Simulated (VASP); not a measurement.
Runs of VASP 6.6.1 on GaP. The structure is that of space group F-43m (No. 216), or close to it. The cells are those of the table. 

```csv
task,cell,gap on the mesh (eV),pressure (GPa)
single point,"a = 3.912, b = 3.912, c = 3.854 Å, angles 60.5, 60.5, 59.0°, 2 atoms",1.50,0.0
relaxation of the atoms,"atoms relaxed from a = 3.912, b = 3.912, c = 3.854 Å, angles 60.5, 60.5, 59.0°, 2 atoms",1.50,0.0
single point,"a = 3.873, b = 3.873, c = 3.854 Å, angles 60.2, 60.2, 59.7°, 2 atoms",1.56,(b)
single point,"a = 3.893, b = 3.893, c = 3.854 Å, angles 60.3, 60.3, 59.3°, 2 atoms",1.53,(a)
relaxation of the atoms,"atoms relaxed from a = 3.775 Å, angles 60.0°, 2 atoms",1.48,8.6
```

Alike in all rows: level PBE; potentials or basis VASP PAW PBE potentials, release 64 (Ga_d, P); no spin polarisation; k mesh 14 × 14 × 14; cutoff (eV) 520; smearing fermi-dirac 0.02 eV.

Problem. Estimate the missing entries.

Solution. (a) 0.8; (b) 1.6.

Caveats: the relaxation stopped at its first step, so nothing moved (at least some runs).

A k mesh can miss the band edges, and the runs leave out spin-orbit coupling on Ga.
